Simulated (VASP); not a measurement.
Runs of VASP 6.6.1 on Pt. The structure is that of space group Fmmm (No. 69), or close to it. The cells are those of the table. 

| cell | gap on the mesh (eV) | pressure (GPa) |
| --- | --- | --- |
| a = 2.802, b = 2.916, c = 2.869 Å, angles 57.9, 61.9, 60.2°, 1 atom | none | -24.7 |
| a = 2.659, b = 2.506, c = 2.606 Å, angles 62.6, 56.8, 60.5°, 1 atom | none | (a) |
| a = 2.802, b = 2.955, c = 2.909 Å, angles 57.1, 62.3, 60.6°, 1 atom | none | -28.0 |
| a = 2.851, b = 2.888, c = 2.791 Å, angles 60.2, 61.6, 58.2°, 1 atom | none | -21.6 |
| a = 2.826, b = 2.978, c = 2.909 Å, angles 57.4, 62.5, 60.1°, 1 atom | none | (b) |

Alike in all rows: task single point; level LDA; potentials or basis VASP PAW LDA potentials, release 64 (Pt); no spin polarisation; k mesh 20 × 20 × 20; cutoff (eV) 520; smearing gaussian 0.15 eV.

Question: Fill in the values left out.

Answer: (a) 99.5; (b) -30.2.

Caveats: spin-orbit coupling is left out, which moves the levels of the heavy elements; the cell stands under tension (at least some runs); the cell stands under pressure (at least some runs).

A k mesh can miss the band edges, and the runs leave out spin-orbit coupling on Pt.

A gap of «none» marks levels without a gap at the run's occupations.
